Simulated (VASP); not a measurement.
# TaN (P6_3mc) in VASP: further runs, part 2 of 3

VASP 6.6.1. Earlier steps stand in the parts before.

### Step 3. Electric field gradients, LDA (equal xx and yy strain of +2 %)

The input, INCAR:

```
SYSTEM = TaN
  PREC = Accurate
  ENCUT = 520
  EDIFF = 1E-8
  ISMEAR = -1
  SIGMA = 0.03
  LREAL = .FALSE.
  LASPH = .TRUE.
  NELM = 60
  ALGO = Normal
  ISIF = 2
  LWAVE = .FALSE.
  LCHARG = .FALSE.
  LEFG = .TRUE.
  NBANDS = 24
```

The input, KPOINTS:

```
regular mesh
0
G
  9 9 5
  0 0 0
```

The input, POSCAR:

```
TaN
1.0
    3.1110011123      0.0000000000      0.0000000000
   -1.5555005562      2.6942059945      0.0000000000
    0.0000000000      0.0000000000      4.9400000000
Ta N
2 2
Direct
    0.3333333333      0.6666666667      0.0000000000
    0.6666666667      0.3333333333      0.5000000000
    0.3333333333      0.6666666667      0.3850000000
    0.6666666667      0.3333333333      0.8850000000
```

Potentials or basis: VASP PAW LDA potentials, release 64 (Ta_pv, N).

Run with:

```
> cat potpaw_LDA.64/Ta_pv/POTCAR potpaw_LDA.64/N/POTCAR > POTCAR
> mpirun -np 1 vasp_std > vasp.out
```

OUTCAR:

```text
SYSTEM = TaN
   PREC = Accurate
   ENCUT = 520
   EDIFF = 1E-8
   ISMEAR = -1
   LREAL = .FALSE.
   LASPH = .TRUE.
   NELM = 60
   ISIF = 2

 ion  position               nearest neighbor table
   1  0.333  0.667  0.000-   4 1.88   4 1.88   4 1.88   3 1.90   2 3.05   2 3.05   2 3.05   2 3.05
                             2 3.05   2 3.05
   2  0.667  0.333  0.500-   3 1.88   3 1.88   3 1.88   4 1.90   1 3.05   1 3.05   1 3.05   1 3.05
                             1 3.05   1 3.05
   3  0.333  0.667  0.385-   2 1.88   2 1.88   2 1.88   1 1.90
   4  0.667  0.333  0.885-   1 1.88   1 1.88   1 1.88   2 1.90

  LATTYP: Found a hexagonal cell.
 ALAT       =     3.1110011123
[... 881 lines left out ...]
 ion       V_xx      V_yy      V_zz      V_xy      V_xz      V_yz
---------------------------------------------------------------------
   1     -46.640   -46.641    93.281    -0.000     0.000    -0.000
   2     -46.640   -46.641    93.281    -0.000    -0.000     0.000
   3      -4.808    -4.807     9.614     0.001     0.000    -0.000
   4      -4.808    -4.807     9.614     0.001    -0.000     0.000
---------------------------------------------------------------------

 Electric field gradients after diagonalization (V/A^2)
 (convention: |V_zz| > |V_xx| > |V_yy|)
----------------------------------------------------------------------
 ion       V_xx      V_yy      V_zz     asymmetry (V_yy - V_xx)/ V_zz
----------------------------------------------------------------------
   1     -46.641   -46.640    93.281       0.000
   2     -46.641   -46.640    93.281       0.000
   3      -4.808    -4.806     9.614       0.000
   4      -4.808    -4.806     9.614       0.000
----------------------------------------------------------------------

           NMR quadrupolar parameters

 Cq : quadrupolar parameter    Cq=e*Q*V_zz/h
 eta: asymmetry parameters     (V_yy - V_xx)/ V_zz
 Q  : nuclear electric quadrupole moment in mb (millibarn)
----------------------------------------------------------------------
 ion       Cq(MHz)       eta       Q (mb)
----------------------------------------------------------------------
   1       0.226       0.000       1.000
   2       0.226       0.000       1.000
   3       0.023       0.000       1.000
   4       0.023       0.000       1.000
----------------------------------------------------------------------
```

Run time: 23 s. Hardware: 1 thread of Intel Xeon Platinum 8559C (Emerald Rapids), shared host; peak memory 0.15 GiB.

Results:

```yaml
Free_energy: -44.1519 eV
Pressure: 95.0 GPa
Largest_force: 1.204 eV/Å
Band_gap_on_the_k_mesh: zero (band 16 reaches 9.67 eV, above the bottom of band 17 at 7.64 eV)
```

Forces in eV/Å, atoms in the order of the input:
```
Ta   0.000  0.000  1.204
Ta   0.000  0.000  1.204
N    0.000  0.000 -1.204
N    0.000  0.000 -1.204
```

Electric field gradients, principal values (V/Å²):
```
atom    least   middle  greatest (by size)
1 Ta  -46.640  -46.641              93.281
2 Ta  -46.640  -46.641              93.281
 3 N   -4.806   -4.808               9.614
 4 N   -4.806   -4.808               9.614
```

Caveat: the cell differs from its parent crystal (equal xx and yy strain of +2 %); without QUAD_EFG the Cq values of the log hold for a quadrupole moment of 1 mb, not for the nuclei; spin-orbit coupling is left out, which moves the levels of the heavy elements; forces of over 1 eV/Å act on the atoms, so gaps and moduli don't describe the material at rest.

### Step 4. Electric field gradients, LDA (zz strain of -1 %)

The input, INCAR:

```
  ALGO = Normal
  EDIFF = 1E-8
  ENCUT = 520
  GGA = CA
  ISIF = 2
  ISMEAR = -1
  LASPH = T
  LCHARG = F
  LEFG = T
  LREAL = F
  LWAVE = F
  NBANDS = 24
  NELM = 60
  PREC = Accurate
  SIGMA = 0.03
```

The input, KPOINTS:

```
k-points
0
Gamma
  9 9 5
```

The input, POSCAR:

```
TaN
1.0
    3.0500010905      0.0000000000      0.0000000000
   -1.5250005453      2.6413784260      0.0000000000
    0.0000000000      0.0000000000      4.8906000000
Ta N
2 2
Direct
    0.3333333333      0.6666666667      0.0000000000
    0.6666666667      0.3333333333      0.5000000000
    0.3333333333      0.6666666667      0.3850000000
    0.6666666667      0.3333333333      0.8850000000
```

Potentials or basis: VASP PAW LDA potentials, release 64 (Ta_pv, N).

Run with:

```
> cat potpaw_LDA.64/Ta_pv/POTCAR potpaw_LDA.64/N/POTCAR > POTCAR
> mpirun -np 1 vasp_std > vasp.out
```

OUTCAR:

```text
EDIFF = 1E-8
   ENCUT = 520
   GGA = CA
   ISIF = 2
   ISMEAR = -1
   LASPH = T
   LREAL = F
   NELM = 60
   PREC = Accurate

 ion  position               nearest neighbor table
   1  0.333  0.667  0.000-   4 1.85   4 1.85   4 1.85   3 1.88   2 3.01   2 3.01   2 3.01   2 3.01
                             2 3.01   2 3.01
   2  0.667  0.333  0.500-   3 1.85   3 1.85   3 1.85   4 1.88   1 3.01   1 3.01   1 3.01   1 3.01
                             1 3.01   1 3.01
   3  0.333  0.667  0.385-   2 1.85   2 1.85   2 1.85   1 1.88
   4  0.667  0.333  0.885-   1 1.85   1 1.85   1 1.85   2 1.88

  LATTYP: Found a hexagonal cell.
 ALAT       =     3.0500010905
 C/A-ratio  =     1.6034748365

  Lattice vectors:

 A1 = (   3.0500010905,   0.0000000000,   0.0000000000)
 A2 = (  -1.5250005453,   2.6413784260,   0.0000000000)
 A3 = (   0.0000000000,   0.0000000000,   4.8906000000)

Analysis of symmetry for initial positions (statically):
=====================================================================
 Subroutine PRICEL returns:
 Original cell was already a primitive cell.

 Routine SETGRP: Setting up the symmetry group for a
 hexagonal supercell.

 Subroutine GETGRP returns: Found 12 space group operations
 (whereof  6 operations were pure point group operations)
 out of a pool of 24 trial point group operations.

The static configuration has the point symmetry C_3v.
 The point group associated with its full space group is C_6v.

Analysis of symmetry for dynamics (positions and initial velocities):
=====================================================================
 Subroutine PRICEL returns:
 Original cell was already a primitive cell.

[... 174 lines left out ...]
      6     -24.7702      2.00000
[... 637 lines left out ...]
     23      17.4413      0.00000
     24      17.4413      0.00000

 [... further k-points ...]
[... 5 lines left out ...]
  --------------------------------------------------------------------------------------
  -------------------------------------------------------------------------------------
  Total       33.4804517     33.4804517     28.2134555     -0.0000000      0.0000000      0.0000000
  in kB     1361.4732918   1361.4732918   1147.2923499     -0.0000000      0.0000000      0.0000000
  external PRESSURE =    1290.0796445 kB  Pullay stress =       0.0000000 kB

 VOLUME and BASIS-vectors are now :
 -----------------------------------------------------------------------------
  energy-cutoff  :      520.00
  volume of cell :       39.40
      direct lattice vectors                 reciprocal lattice vectors
     3.050001090  0.000000000  0.000000000     0.327868735  0.189295103  0.000000000
    -1.525000545  2.641378426  0.000000000     0.000000000  0.378590205  0.000000000
     0.000000000  0.000000000  4.890600000     0.000000000  0.000000000  0.204473889

 POSITION                                       TOTAL-FORCE (eV/Angst)
 -----------------------------------------------------------------------------------
     -0.00000      1.76092      0.00000         0.000000      0.000000      1.722125
      1.52500      0.88046      2.44530        -0.000000     -0.000000      1.722125
     -0.00000      1.76092      1.88288        -0.000000     -0.000000     -1.722125
      1.52500      0.88046      4.32818         0.000000      0.000000     -1.722125
 -----------------------------------------------------------------------------------
    total drift:                               -0.000000      0.000000     -0.000163

  FREE ENERGIE OF THE ION-ELECTRON SYSTEM (eV)
  ---------------------------------------------------
  free  energy   TOTEN  =       -42.7281938867 eV

  energy  without entropy=      -42.7202571220  energy(sigma->0) =      -42.72422550

 Electric field gradients (V/A^2)
---------------------------------------------------------------------
 ion       V_xx      V_yy      V_zz      V_xy      V_xz      V_yz
---------------------------------------------------------------------
   1     -56.403   -56.404   112.807    -0.000     0.000    -0.000
   2     -56.403   -56.404   112.807    -0.000    -0.000     0.000
   3      -5.295    -5.295    10.590     0.000     0.000    -0.000
   4      -5.295    -5.295    10.590     0.000    -0.000     0.000
---------------------------------------------------------------------

 Electric field gradients after diagonalization (V/A^2)
 (convention: |V_zz| > |V_xx| > |V_yy|)
----------------------------------------------------------------------
 ion       V_xx      V_yy      V_zz     asymmetry (V_yy - V_xx)/ V_zz
----------------------------------------------------------------------
   1     -56.404   -56.403   112.807       0.000
   2     -56.404   -56.403   112.807       0.000
   3      -5.296    -5.295    10.590       0.000
   4      -5.296    -5.295    10.590       0.000
----------------------------------------------------------------------

           NMR quadrupolar parameters

 Cq : quadrupolar parameter    Cq=e*Q*V_zz/h
 eta: asymmetry parameters     (V_yy - V_xx)/ V_zz
 Q  : nuclear electric quadrupole moment in mb (millibarn)
----------------------------------------------------------------------
 ion       Cq(MHz)       eta       Q (mb)
----------------------------------------------------------------------
   1       0.273       0.000       1.000
   2       0.273       0.000       1.000
   3       0.026       0.000       1.000
   4       0.026       0.000       1.000
----------------------------------------------------------------------
```

OSZICAR:

```text
N       E                     dE             d eps       ncg     rms          rms(c)
DAV:   1     0.283581626374E+03    0.28358E+03   -0.17814E+04  1728   0.143E+03
DAV:   2    -0.363762328273E+02   -0.31996E+03   -0.30406E+03  2040   0.420E+02
DAV:   3    -0.500230489037E+02   -0.13647E+02   -0.13465E+02  2168   0.858E+01
DAV:   4    -0.501418368968E+02   -0.11879E+00   -0.11867E+00  1888   0.821E+00
DAV:   5    -0.501430872139E+02   -0.12503E-02   -0.12498E-02  2224   0.761E-01    0.603E+01
DAV:   6    -0.429311937187E+02    0.72119E+01   -0.24823E+01  1760   0.383E+01    0.258E+01
DAV:   7    -0.427829684768E+02    0.14823E+00   -0.88129E-01  2032   0.731E+00    0.136E+01
DAV:   8    -0.427309675913E+02    0.52001E-01   -0.49492E-02  1992   0.169E+00    0.109E+00
DAV:   9    -0.427281832795E+02    0.27843E-02   -0.77091E-03  2000   0.627E-01    0.184E-01
DAV:  10    -0.427282137500E+02   -0.30471E-04   -0.30152E-04  2048   0.137E-01    0.420E-02
DAV:  11    -0.427281940532E+02    0.19697E-04   -0.66667E-05  2024   0.602E-02    0.105E-02
DAV:  12    -0.427281939203E+02    0.13292E-06   -0.31666E-06  1960   0.149E-02    0.577E-03
DAV:  13    -0.427281938995E+02    0.20790E-07   -0.15492E-07  2104   0.307E-03    0.290E-03
DAV:  14    -0.427281938863E+02    0.13240E-07   -0.38329E-08  1752   0.154E-03    0.623E-04
DAV:  15    -0.427281938867E+02   -0.40563E-09   -0.40532E-09  1064   0.486E-04
   1 F= -.42728194E+02 E0= -.42724226E+02  d E =-.793676E-02
```

Run time: 22 s. Hardware: 1 thread of Intel Xeon Platinum 8375C at 2.90GHz (Ice Lake), shared host; peak memory 0.15 GiB.

Results:

```yaml
Free_energy: -42.7282 eV
Pressure: 129.0 GPa
Largest_force: 1.722 eV/Å
Band_gap_on_the_k_mesh: zero (band 16 reaches 10.26 eV, above the bottom of band 17 at 8.09 eV)
```

Forces in eV/Å, atoms in the order of the input:
```
Ta   0.000  0.000  1.722
Ta   0.000  0.000  1.722
N    0.000  0.000 -1.722
N    0.000  0.000 -1.722
```

Electric field gradients, principal values (V/Å²):
```tsv
atom	least	middle	greatest (by size)
1 Ta	-56.403	-56.404	112.807
2 Ta	-56.403	-56.404	112.807
3 N	-5.295	-5.296	10.590
4 N	-5.295	-5.296	10.590
```

Caveat: the cell differs from its parent crystal (zz strain of -1 %); without QUAD_EFG the Cq values of the log hold for a quadrupole moment of 1 mb, not for the nuclei; spin-orbit coupling is left out, which moves the levels of the heavy elements; forces of over 1 eV/Å act on the atoms, so gaps and moduli don't describe the material at rest.

(Part 2 of 3 ends here.)
